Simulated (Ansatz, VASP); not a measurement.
**Nb in VASP and in Ansatz**

```
Nb
1.0
    -1.65636    1.65636    1.65636
     1.65636   -1.65636    1.65636
     1.65636    1.65636   -1.65636
Nb
1
Direct
  0.00000 0.00000 0.00000
```

Alike in both runs: functional PBE; k mesh 16 × 16 × 16; occupations fermi-dirac, width 0.15 eV; no spin polarisation.

Ansatz relaxed the structure, and its values are those at the end. VASP's run is a single point on that final structure, the one shown.

|  | VASP | Ansatz |
| --- | --- | --- |
| version | VASP 6.6.1 | Ansatz 0.2.0 |
| potentials or method | VASP PAW PBE potentials, release 64 (Nb_sv), cutoff 520 eV | scalar-relativistic, plane waves, PAW |
| valence electrons in the cell | 13 | 13 |

Ansatz gave:

```
gap on the k mesh at the Fermi level (eV) : none
pressure (GPa)                            : 0.0
```

**Question.** Estimate VASP's values.

**Answer.** gap on the k mesh at the Fermi level (eV): none; pressure (GPa): -0.3.

A gap of «none» marks a metal or a gap that the smearing closes.
